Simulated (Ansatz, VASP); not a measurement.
**AgCl in VASP and in Ansatz**

```xyz
2
Lattice="0.0000 2.7553 2.7553 2.7553 0.0000 2.7553 2.7553 2.7553 0.0000" Properties=species:S:1:pos:R:3 pbc="T T T"
Ag    2.7553    2.7553    2.7553
Cl    0.0000    0.0000    0.0000
```

Alike in both runs: functional PBE; dispersion D3(BJ); k mesh 8 × 8 × 8; occupations gaussian, width 0.02 eV; no spin polarisation.

Ansatz relaxed the structure, and its values are those at the end. VASP's run is a single point on that final structure, the one shown.

```csv
,VASP,Ansatz
version,VASP 6.6.1,Ansatz 0.2.0
potentials or method,"VASP PAW PBE potentials, release 64 (Ag, Cl), cutoff 520 eV","scalar-relativistic, plane waves, PAW"
valence electrons in the cell,18,26
```

Ansatz gave:

| Quantity | Value |
| --- | --- |
| gap on the k mesh at the Fermi level (eV) | 0.91 |
| least direct gap on the mesh (eV) | 3.25 |
| pressure (GPa) | 0.0 |

Q: Estimate VASP's values.

A: gap on the k mesh at the Fermi level (eV): 0.90; least direct gap on the mesh (eV): 3.24; pressure (GPa): -0.2.

VASP's potentials hold 18 valence electrons a cell and Ansatz's 26, so a difference there can come from the potentials and not from the codes.
